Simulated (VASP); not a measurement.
# Ta2H (P-4m2) in VASP: notebook

Ta2H is run at these levels: PBEsol; tasks: single point, relaxation of cell and atoms.

Program: VASP 6.6.1. These are calculated values, not measurements. Logs are shortened: lines on timing, memory, paths and dates and some standing lists are left out, and cuts for length are marked.

### 1 The cell of the first run

The structure is tetragonal, space group P-4m2 (No. 115). Conventional cell: a = 3.347 Å, b = 3.347 Å, c = 3.393 Å, α = 90.00°, β = 90.00°, γ = 90.00°. Ta (site symmetry 2mm) has 2 H at 1.89 Å within 2.5 Å. Within 2.5 Å of H (site symmetry -4m2) lie 4 Ta at 1.89 Å.

### 2 Single point, PBEsol

Contents of INCAR:

```
SYSTEM = Ta2H
ALGO = Normal
EDIFF = 1E-6
ENCUT = 520
GGA = PS
ISIF = 2
ISMEAR = 0
LASPH = .True.
LCHARG = .False.
LREAL = .False.
LWAVE = .False.
NBANDS = 18
NELM = 100
PREC = Accurate
SIGMA = 0.1
```

Contents of KPOINTS:

```
k-points
0
Gamma
  12 12 12
  0 0 0
```

Contents of POSCAR:

```
Ta2H
1.0
    3.3467930476      0.0000000000      0.0000000000
    0.0000000000      3.3467930476      0.0000000000
    0.0000000000      0.0000000000      3.3929650062
Ta H
2 1
Direct
    0.5000000000      0.0000000000      0.7399944571
    0.0000000000      0.5000000000      0.2600055429
    0.0000000000      0.0000000000      0.0000000000
```

Potentials or basis: VASP PAW PBE potentials, release 64 (Ta_pv, H).

Launch:

```
$ cat potpaw_PBE.64/Ta_pv/POTCAR potpaw_PBE.64/H/POTCAR > POTCAR
$ mpirun -np 1 vasp_std > vasp.out
```

OUTCAR:

```text
SYSTEM = Ta2H
   EDIFF = 1E-6
   ENCUT = 520
   GGA = PS
   ISIF = 2
   ISMEAR = 0
   LASPH = .True.
   LREAL = .False.
   NELM = 100
   PREC = Accurate

 ion  position               nearest neighbor table
   1  0.500  0.000  0.740-   3 1.89   3 1.89   2 2.87   2 2.87   2 2.87   2 2.87   2 2.95   2 2.95
                             2 2.95   2 2.95
   2  0.000  0.500  0.260-   3 1.89   3 1.89   1 2.87   1 2.87   1 2.87   1 2.87   1 2.95   1 2.95
                             1 2.95   1 2.95
   3  0.000  0.000  0.000-   1 1.89   2 1.89   2 1.89   1 1.89

  LATTYP: Found a simple tetragonal cell.
 ALAT       =     3.3467930476
 C/A-ratio  =     1.0137958810

  Lattice vectors:

 A1 = (   3.3467930476,   0.0000000000,   0.0000000000)
 A2 = (   0.0000000000,   3.3467930476,   0.0000000000)
 A3 = (   0.0000000000,   0.0000000000,   3.3929650062)

Analysis of symmetry for initial positions (statically):
=====================================================================
 Subroutine PRICEL returns:
 Original cell was already a primitive cell.

 Routine SETGRP: Setting up the symmetry group for a
 simple tetragonal supercell.

 Subroutine GETGRP returns: Found  8 space group operations
 (whereof  8 operations were pure point group operations)
 out of a pool of 16 trial point group operations.

The static configuration has the point symmetry D_2d.

Analysis of symmetry for dynamics (positions and initial velocities):
=====================================================================
 Subroutine PRICEL returns:
 Original cell was already a primitive cell.

 Routine SETGRP: Setting up the symmetry group for a
 simple tetragonal supercell.

 Subroutine GETGRP returns: Found  8 space group operations
 (whereof  8 operations were pure point group operations)
 out of a pool of 16 trial point group operations.

The dynamic configuration has the point symmetry D_2d.

 Subroutine INISYM returns: Found  8 space group operations
 (whereof  8 operations are pure point group operations),
 and found     1 'primitive' translations

----------------------------------------------------------------------------------------

                                     Primitive cell

  volume of cell :      38.0047

  direct lattice vectors                    reciprocal lattice vectors
     3.346793048  0.000000000  0.000000000     0.298793497  0.000000000  0.000000000
     0.000000000  3.346793048  0.000000000     0.000000000  0.298793497  0.000000000
     0.000000000  0.000000000  3.392965006     0.000000000  0.000000000  0.294727472

  length of vectors
     3.346793048  3.346793048  3.392965006     0.298793497  0.298793497  0.294727472

  position of ions in fractional coordinates (direct lattice)
     0.500000000  0.000000000  0.739994457
     0.000000000  0.500000000  0.260005543
     0.000000000  0.000000000  0.000000000

  ion indices of the primitive-cell ions
   primitive index   ion index
                 1           1
                 2           2
                 3           3

----------------------------------------------------------------------------------------

 KPOINTS: k-points

Automatic generation of k-mesh.
 Grid dimensions read from file:
 generate k-points for:   12   12   12

 Generating k-lattice:

  Cartesian coordinates                     Fractional coordinates (reciprocal lattice)
     0.024899458  0.000000000  0.000000000     0.083333333  0.000000000  0.000000000
     0.000000000  0.024899458  0.000000000     0.000000000  0.083333333  0.000000000
     0.000000000  0.000000000  0.024560623     0.000000000  0.000000000  0.083333333

  Length of vectors
     0.024899458  0.024899458  0.024560623

  Shift w.r.t. Gamma in fractional coordinates (k-lattice)
     0.000000000  0.000000000  0.000000000

 Subroutine IBZKPT returns following result:
 ===========================================

 Found    196 irreducible k-points:

 Following reciprocal coordinates:
            Coordinates               Weight
  0.000000  0.000000  0.000000      1.000000
  0.083333  0.000000  0.000000      4.000000
  0.166667  0.000000  0.000000      4.000000
  0.250000  0.000000  0.000000      4.000000
  0.333333  0.000000  0.000000      4.000000
  0.416667  0.000000  0.000000      4.000000
[... 16 lines left out ...]
  0.333333  0.333333  0.000000      4.000000
  0.416667  0.333333  0.000000      8.000000
 [... further k-points ...]
   k-points           NKPTS =    196   k-points in BZ     NKDIM =    196   number of bands    NBANDS=     18
   number of dos      NEDOS =    301   number of ions     NIONS =      3
   total plane-waves  NPLWV =  21952
   dimension x,y,z NGX =    28 NGY =   28 NGZ =   28
   dimension x,y,z NGXF=    56 NGYF=   56 NGZF=   56
   ions per type =               2   1
   NGX,Y,Z   is equivalent  to a cutoff of  13.91, 13.91, 13.72 a.u.
   NGXF,Y,Z  is equivalent  to a cutoff of  27.82, 27.82, 27.44 a.u.
 SYSTEM =  Ta2H
[... 30 lines left out ...]
  volume/ion in A,a.u.               =      12.67        85.49
  Fermi-wavevector in a.u.,A,eV,Ry     =   1.384751  2.616800 26.089659  1.917536
  Thomas-Fermi vector in A             =   2.509226
   LORBIT       =      0    0 simple, 1 ext, 2 COOP (PROOUT), +10 PAW based schemes
   GGA     = PS    functional components
   LHFCALC =     F    Hartree Fock is set to
   AEXX    =    0.0000 exact exchange contribution
   IVDW    =     0    specifies the selected vdW correction
   LEPSILON=     F    determine dielectric tensor
   LRPA    =     F    only Hartree local field effects (RPA)
 non-spin polarized calculation
 Gauss-broadening in eV      SIGMA  =   0.10
  energy-cutoff  :      520.00
  volume of cell :       38.00
 maximum number of plane-waves:      1064
 NGX is ok and might be reduce to    28
   NGX = 13   NGY = 13   NGZ = 13

 number of electron      22.9999997 magnetization

 Free energy of the ion-electron system (eV)
  ---------------------------------------------------
  ext. energy  EPLUGINS =         0.00000000
  ---------------------------------------------------
  free energy    TOTEN  =       -28.85292890 eV

  energy without entropy =      -28.84363549  energy(sigma->0) =      -28.84828219

 E-fermi :   5.4120     XC(G=0): -12.7054

 val. band max:        5.4009882817   @ k =   0.1667   0.0000   0.0000
 cond. band min:       5.4198962750   @ k =   0.0833   0.0000   0.1667
 fundamental gap:      0.0189079933
 Fermi energy:         5.4120055120

 k-point     1 :       0.0000    0.0000    0.0000
  band No.  band energies     occupation
      1     -28.6429      2.00000
      2     -28.6347      2.00000
      3     -28.6347      2.00000
      4     -27.9071      2.00000
      5     -27.9071      2.00000
      6     -27.8997      2.00000
[... 10 lines left out ...]
     17      11.5394      0.00000
     18      11.6420      0.00000

 k-point     2 :       0.0833    0.0000    0.0000
  band No.  band energies     occupation
      1     -28.6399      2.00000
      2     -28.6276      2.00000
      3     -28.6226      2.00000
      4     -27.9342      2.00000
      5     -27.9183      2.00000
      6     -27.9111      2.00000
[... 10 lines left out ...]
     17      11.4123      0.00000
     18      12.3322      0.00000

 k-point     3 :       0.1667    0.0000    0.0000
  band No.  band energies     occupation
      1     -28.6455      2.00000
      2     -28.5900      2.00000
      3     -28.5871      2.00000
      4     -28.0090      2.00000
      5     -27.9509      2.00000
      6     -27.9454      2.00000
[... 10 lines left out ...]
     17      10.9868      0.00000
     18      11.4924      0.00000

 k-point     4 :       0.2500    0.0000    0.0000
  band No.  band energies     occupation
      1     -28.6478      2.00000
      2     -28.5316      2.00000
      3     -28.5298      2.00000
      4     -28.1157      2.00000
      5     -28.0026      2.00000
      6     -28.0006      2.00000
[... 375 lines left out ...]
      4     -28.2470      2.00000
      5     -28.1217      2.00000
      6     -27.9527      2.00000
[... 10 lines left out ...]
     17      10.3473      0.00000
     18      10.8273      0.00000

 k-point    23 :       0.3333    0.3333    0.0000
  band No.  band energies     occupation
      1     -28.9497      2.00000
      2     -28.6587      2.00000
      3     -28.3404      2.00000
      4     -28.1770      2.00000
      5     -28.1232      2.00000
      6     -27.8935      2.00000
[... 10 lines left out ...]
     17      11.3529      0.00000
     18      12.2338      0.00000

 k-point    24 :       0.4167    0.3333    0.0000
  band No.  band energies     occupation
      1     -28.9948      2.00000
      2     -28.7315      2.00000
      3     -28.2925      2.00000
      4     -28.2000      2.00000
      5     -28.0834      2.00000
      6     -27.8915      2.00000
[... 10 lines left out ...]
     17      10.7724      0.00000
     18      12.0872      0.00000

 [... further k-points ...]

------------------------ aborting loop because EDIFF is reached ----------------------------------------

  FORCE on cell =-STRESS in cart. coord.  units (eV):
  Direction    XX          YY          ZZ          XY          YZ          ZX
  --------------------------------------------------------------------------------------
  -------------------------------------------------------------------------------------
  Total        0.0341110      0.0341110      0.0205089      0.0000000      0.0000000      0.0000000
  in kB        1.4380309      1.4380309      0.8646002      0.0000000      0.0000000      0.0000000
  external PRESSURE =       1.2468873 kB  Pullay stress =       0.0000000 kB

 VOLUME and BASIS-vectors are now :
 -----------------------------------------------------------------------------
  energy-cutoff  :      520.00
  volume of cell :       38.00
      direct lattice vectors                 reciprocal lattice vectors
     3.346793048  0.000000000  0.000000000     0.298793497  0.000000000  0.000000000
     0.000000000  3.346793048  0.000000000     0.000000000  0.298793497  0.000000000
     0.000000000  0.000000000  3.392965006     0.000000000  0.000000000  0.294727472

 POSITION                                       TOTAL-FORCE (eV/Angst)
 -----------------------------------------------------------------------------------
      1.67340      0.00000      2.51078        -0.000000      0.000000     -0.012028
      0.00000      1.67340      0.88219         0.000000      0.000000      0.012028
      0.00000      0.00000      0.00000        -0.000000     -0.000000      0.000000
 -----------------------------------------------------------------------------------
    total drift:                                0.000000      0.000000      0.000000

  FREE ENERGIE OF THE ION-ELECTRON SYSTEM (eV)
  ---------------------------------------------------
  free  energy   TOTEN  =       -28.8529288957 eV

  energy  without entropy=      -28.8436354887  energy(sigma->0) =      -28.84828219
```

Run time: 51 s. Hardware: 1 thread of AMD EPYC 9R45 (Zen 5), shared host; peak memory 0.22 GiB.

Results:

```yaml
Free_energy: -28.8529 eV
Pressure: 0.1 GPa
Largest_force: 0.012 eV/Å
```

Forces on the atoms (eV/Å):
```
Ta   0.000  0.000 -0.012
Ta   0.000  0.000  0.012
H    0.000  0.000  0.000
```

Levels at points of the mesh, in eV from the Fermi level:
| k point | band 10 | band 11 | band 12 | band 13 | band 14 | band 15 |
| --- | --- | --- | --- | --- | --- | --- |
| (0.00, 0.00, 0.00) | 0.27 | 0.27 | 0.57 | 3.15 | 3.44 | 4.71 |
| (0.50, 0.00, 0.00) | -1.01 | -0.37 | 0.82 | 1.01 | 1.08 | 2.41 |
| (0.50, 0.50, 0.00) | -1.59 | -0.60 | 1.40 | 3.46 | 3.46 | 4.33 |
| (0.00, 0.00, 0.50) | -1.48 | 0.54 | 0.54 | 1.20 | 1.20 | 2.62 |
| (0.50, 0.00, 0.50) | -1.52 | -0.70 | 1.08 | 3.15 | 3.22 | 4.25 |
| (0.50, 0.50, 0.50) | -1.43 | -1.37 | -1.10 | 4.30 | 4.30 | 4.56 |

Caveat: the PAW data sets were made with another functional, which shifts forces and pressure a little; spin-orbit coupling is left out, which moves the levels of the heavy elements.

### 3 Relaxation of cell and atoms, PBEsol

This run uses another cell than the first one, of 12.93 Å³/atom, 1.021 times its volume.

Contents of INCAR:

```
PREC = Accurate
ENCUT = 600
EDIFF = 1E-6
ISMEAR = 0
SIGMA = 0.1
LREAL = False
LASPH = True
NELM = 100
ALGO = Normal
ISIF = 3
LWAVE = False
LCHARG = False
GGA = PS
IBRION = 2
NSW = 100
EDIFFG = -0.005
```

Contents of KPOINTS:

```
Automatic mesh
0
Gamma
  12 12 12
```

Contents of POSCAR:

```
Ta2H
1.0
    3.3724355169      0.0000000000      0.0000000000
    0.0000000000      3.3724355169      0.0000000000
    0.0000000000      0.0000000000      3.4101116400
Ta H
2 1
Direct
    0.5000000000      0.0000000000      0.7413226200
    0.0000000000      0.5000000000      0.2586773800
    0.0000000000      0.0000000000      0.0000000000
```

Potentials or basis: VASP PAW PBE potentials, release 64 (Ta_pv, H).

Launch:

```
$ cat potpaw_PBE.64/Ta_pv/POTCAR potpaw_PBE.64/H/POTCAR > POTCAR
$ mpirun -np 1 vasp_std > vasp.out
```

It took 2.5 min on 1 thread of AMD EPYC 9R45 (Zen 5), shared host; peak memory 0.24 GiB.

The run converged. Its results:

```yaml
Free_energy: -28.8543 eV
Relaxed_volume: 12.69 Å³/atom
Relaxed_cell: a = 3.349 Å, b = 3.349 Å, c = 3.393 Å, α = 90.00°, β = 90.00°, γ = 90.00°
Space_group_after_relaxing_to_0.05_Å: P-4m2 (No. 115)
Energy_gained_by_relaxing: 3.3 meV/atom
Ionic_steps: 7
Pressure_after_relaxing: 0.0 GPa
```

Stress tensor (GPa, compression positive):
```
-0.06  0.00  0.00
 0.00 -0.06  0.00
 0.00  0.00  0.06
```

The path:
```
step  energy change (eV)  largest force (eV/Å)  pressure (GPa)  volume (Å³)
   1              0.0000                0.0918           -4.09        38.78
   2              0.0120                0.0264            6.61        36.96
   3             -0.0097                0.0694            0.02        38.05
   4             -0.0097                0.0689            0.08        38.03
   5             -0.0099                0.0019            0.05        38.04
   6             -0.0099                0.0014            0.05        38.04
   7             -0.0100                0.0008           -0.02        38.06
```

Final structure:
```
Ta H
1.0
     3.34928    0.00000    0.00000
     0.00000    3.34928    0.00000
     0.00000    0.00000    3.39262
Ta H
2 1
Direct
  0.50000 0.00000 0.73987
  0.00000 0.50000 0.26013
  0.00000 0.00000 0.00000
```

Levels at points of the mesh, in eV from the Fermi level:
```
           k point  band 9  band 10  band 11  band 12  band 13  band 14  band 15
(0.00, 0.00, 0.00)   -3.88     0.28     0.28     0.56     3.15     3.43     4.71
(0.50, 0.00, 0.00)   -1.56    -1.01    -0.36     0.81     1.01     1.08     2.41
(0.50, 0.50, 0.00)   -4.51    -1.58    -0.60     1.40     3.45     3.45     4.32
(0.00, 0.00, 0.50)   -1.94    -1.48     0.53     0.53     1.19     1.19     2.61
(0.50, 0.00, 0.50)   -1.92    -1.52    -0.71     1.07     3.15     3.22     4.25
(0.50, 0.50, 0.50)   -1.59    -1.43    -1.37    -1.10     4.29     4.29     4.56
```

Caveat: the PAW data sets were made with another functional, which shifts forces and pressure a little; spin-orbit coupling is left out, which moves the levels of the heavy elements.

### 4 Single point, PBEsol

This run uses another cell than the first one, of 12.93 Å³/atom, 1.021 times its volume.

Contents of INCAR:

```
  PREC = Accurate
  ENCUT = 520
  EDIFF = 1E-6
  ISMEAR = 0
  SIGMA = 0.1
  LREAL = False
  LASPH = True
  NELM = 100
  ALGO = Normal
  ISIF = 2
  LWAVE = False
  LCHARG = True
  GGA = PS
  LELF = True
  LVHAR = True
  NBANDS = 18
```

Contents of KPOINTS:

```
regular mesh
0
Gamma
  6 6 6
```

POSCAR is that of step 3.

Launch:

```
$ cat potpaw_PBE.64/Ta_pv/POTCAR potpaw_PBE.64/H/POTCAR > POTCAR
$ mpirun -np 1 vasp_std > vasp.out
```

It took 10 s on 1 thread of AMD EPYC 9R45 (Zen 5), shared host; peak memory 0.14 GiB.

It converged, with:

| Property | Result |
| --- | --- |
| Free energy | -28.8530 eV |
| Pressure | -4.0 GPa |
| Largest force | 0.067 eV/Å |

Forces in eV/Å, atoms in the order of the input:
```
Ta   0.000  0.000 -0.067
Ta   0.000  0.000  0.067
H    0.000  0.000  0.000
```

Stress tensor (GPa, compression positive):
```
-3.79  0.00  0.00
 0.00 -3.79  0.00
 0.00  0.00 -4.41
```

Levels at points of the mesh, in eV from the Fermi level:
| k point | band 7 | band 8 | band 9 | band 10 | band 11 | band 12 | band 13 | band 14 | band 15 | band 16 |
| --- | --- | --- | --- | --- | --- | --- | --- | --- | --- | --- |
| (0.00, 0.00, 0.00) | -9.92 | -4.89 | -3.75 | 0.31 | 0.31 | 0.57 | 3.13 | 3.36 | 4.69 | 6.00 |
| (0.50, 0.00, 0.00) | -7.51 | -3.79 | -1.50 | -0.91 | -0.31 | 0.82 | 1.02 | 1.09 | 2.39 | 2.90 |
| (0.50, 0.50, 0.00) | -5.98 | -4.41 | -4.41 | -1.49 | -0.60 | 1.35 | 3.37 | 3.37 | 4.24 | 4.24 |
| (0.00, 0.00, 0.50) | -7.72 | -4.17 | -1.89 | -1.35 | 0.54 | 0.54 | 1.19 | 1.19 | 2.62 | 3.03 |
| (0.50, 0.00, 0.50) | -7.78 | -4.13 | -1.85 | -1.45 | -0.73 | 1.04 | 3.10 | 3.17 | 4.18 | 4.32 |
| (0.50, 0.50, 0.50) | -6.39 | -1.54 | -1.54 | -1.42 | -1.32 | -1.08 | 4.19 | 4.19 | 4.49 | 4.49 |

Caveat: the PAW data sets were made with another functional, which shifts forces and pressure a little; spin-orbit coupling is left out, which moves the levels of the heavy elements.

### 5 Single point, PBEsol

Contents of INCAR:

```
PREC = Accurate
ENCUT = 520
EDIFF = 1E-6
ISMEAR = 0
SIGMA = 0.1
LREAL = F
LASPH = T
NELM = 100
ALGO = Normal
ISIF = 2
LWAVE = F
LCHARG = T
GGA = PS
LELF = T
LVHAR = T
NBANDS = 18
```

Contents of KPOINTS:

```
regular mesh
0
Gamma
  12 12 12
```

Contents of POSCAR:

```
Ta2H
1.0
    3.3467930476      0.0000000000      0.0000000000
    0.0000000000      3.3467930476      0.0000000000
    0.0000000000      0.0000000000      3.3929650062
Ta H
2 1
Direct
    0.5000000000      0.0000000000      0.7399944571
    0.0000000000      0.5000000000      0.2600055429
    0.0000000000      0.0000000000      0.0000000000
```

Launch:

```
$ cat potpaw_PBE.64/Ta_pv/POTCAR potpaw_PBE.64/H/POTCAR > POTCAR
$ mpirun -np 1 vasp_std > vasp.out
```

It took 42 s on 1 thread of AMD EPYC 9R45 (Zen 5), shared host; peak memory 0.22 GiB.

Results (log left out):

```yaml
Free_energy: -28.8529 eV
Pressure: 0.1 GPa
Largest_force: 0.012 eV/Å
```

Forces in eV/Å, atoms in the order of the input:
```
Ta   0.000  0.000 -0.012
Ta   0.000  0.000  0.012
H    0.000  0.000  0.000
```

Levels at points of the mesh, in eV from the Fermi level:
```
           k point  band 9  band 10  band 11  band 12  band 13  band 14  band 15  band 16
(0.00, 0.00, 0.00)   -3.89     0.27     0.27     0.57     3.15     3.44     4.71     6.13
(0.50, 0.00, 0.00)   -1.56    -1.01    -0.37     0.82     1.01     1.08     2.41     2.94
(0.50, 0.50, 0.00)   -4.52    -1.59    -0.60     1.40     3.46     3.46     4.33     4.33
(0.00, 0.00, 0.50)   -1.95    -1.48     0.54     0.54     1.20     1.20     2.62     3.12
(0.50, 0.00, 0.50)   -1.92    -1.52    -0.70     1.08     3.15     3.22     4.25     4.39
(0.50, 0.50, 0.50)   -1.59    -1.43    -1.37    -1.10     4.30     4.30     4.56     4.56
```

Caveat: the PAW data sets were made with another functional, which shifts forces and pressure a little; spin-orbit coupling is left out, which moves the levels of the heavy elements.

### 6 Overview

```tsv
task	cell	k mesh	cutoff (eV)	gap on the mesh (eV)	pressure (GPa)	largest force (eV/Å)
single point	a = 3.347, b = 3.347, c = 3.393 Å, 3 atoms	12 × 12 × 12	520	none	0.1	0.01
relaxation of cell and atoms	relaxed from a = 3.372, b = 3.372, c = 3.410 Å, 3 atoms	12 × 12 × 12	600	none	0.0	-
single point	a = 3.372, b = 3.372, c = 3.410 Å, 3 atoms	6 × 6 × 6	520	none	-4.0	0.07
```

Alike in all rows: level PBEsol; potentials or basis VASP PAW PBE potentials, release 64 (Ta_pv, H); no spin polarisation; smearing gaussian 0.1 eV.

Caveats: the PAW data sets were made with another functional, which shifts forces and pressure a little; spin-orbit coupling is left out, which moves the levels of the heavy elements.

Total energies depend on the potentials used, so only differences within one code and one set of settings carry meaning.
